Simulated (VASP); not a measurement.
AlN:

```xyz
2
Lattice="0.0000 2.0189 2.0189 2.0189 0.0000 2.0189 2.0189 2.0189 0.0000" Properties=species:S:1:pos:R:3 pbc="T T T"
Al    0.0000    0.0000    0.0000
N     2.0189    2.0189    2.0189
```

Program: VASP 6.6.1. Alike in all runs: task single point; potentials or basis VASP PAW PBE potentials, release 64 (Al, N); no spin polarisation; cell as given; k mesh 8 × 8 × 8; cutoff (eV) 520; smearing gaussian 0.01 eV.

**Question.** Order these runs on this cell by their band gap on the k mesh, lowest first.
A. level r2SCAN
B. level HSE06; grid for exact exchange (PRECFOCK) Normal; share of exact exchange 0.25; screening parameter 0.2079 1/Å
C. level PBE0; grid for exact exchange (PRECFOCK) Normal; share of exact exchange 0.25
D. level PBE

**Answer.** D (4.65 eV), A (5.53 eV), B (6.01 eV), C (6.78 eV).

A k mesh can miss the band edges.
